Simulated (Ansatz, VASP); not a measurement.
SnSe: VASP beside Ansatz

The input INCAR:

```
ALGO = Normal ; EDIFF = 1E-6
ENCUT = 500 ; GGA = PS
GGA_COMPAT = F ; ISIF = 2
ISMEAR = 0 ; IVDW = 12
LASPH = T ; LCHARG = F
LREAL = F ; LWAVE = F
NBANDS = 17 ; NELM = 120
PREC = Accurate ; SIGMA = 0.05
```

File KPOINTS:

```
k-points
0
Gamma
  8 8 8
```

File POSCAR:

```
SnSe
1.0
    0.0000000000      2.9741740540      2.9741740540
    2.9741740540      0.0000000000      2.9741740540
    2.9741740540      2.9741740540      0.0000000000
Sn Se
1 1
Direct
    0.0000000000      0.0000000000      0.0000000000
    0.5000000000      0.5000000000      0.5000000000
```

Input for Ansatz:

```yaml
crystal:
  lattice:
    - [0.0, 2.974174054, 2.974174054]
    - [2.974174054, 0.0, 2.974174054]
    - [2.974174054, 2.974174054, 0.0]
  atoms:
    - { symbol: Sn, position: [0.0, 0.0, 0.0] }
    - { symbol: Se, position: [0.5, 0.5, 0.5] }
basis:
  ecutwfc: 420
  ecutrho_ratio: 4
kpoints:
  mp_grid: { grid: [8, 8, 8] }
hamiltonian:
  xc: pbesol
  dispersion: d3bj
scf:
  occupations: { method: gaussian, width: 0.05 }
output:
  forces: true
  stress: true
  eigenvalues: true
```

Alike in both runs: task single point; functional PBEsol; dispersion D3(BJ); k mesh 8 × 8 × 8; occupations gaussian, width 0.05 eV; no spin polarisation.

|  | VASP | Ansatz |
| --- | --- | --- |
| version | VASP 6.6.1 | Ansatz 0.2.0 |
| potentials or method | VASP PAW PBE potentials, release 64 (Sn_d, Se), cutoff 500 eV | scalar-relativistic, plane waves, PAW |
| valence electrons in the cell | 20 | 30 |

```csv
,VASP,Ansatz,Ansatz less VASP
gap on the k mesh at the Fermi level (eV),0.75,0.75,-0.001
least direct gap on the mesh (eV),0.81,0.81,-0.002
pressure (GPa),-2.2,-2.2,-0.02
```

VASP's potentials were made for PBE, not for PBEsol. VASP's potentials hold 20 valence electrons a cell and Ansatz's 30, so a difference there can come from the potentials and not from the codes.
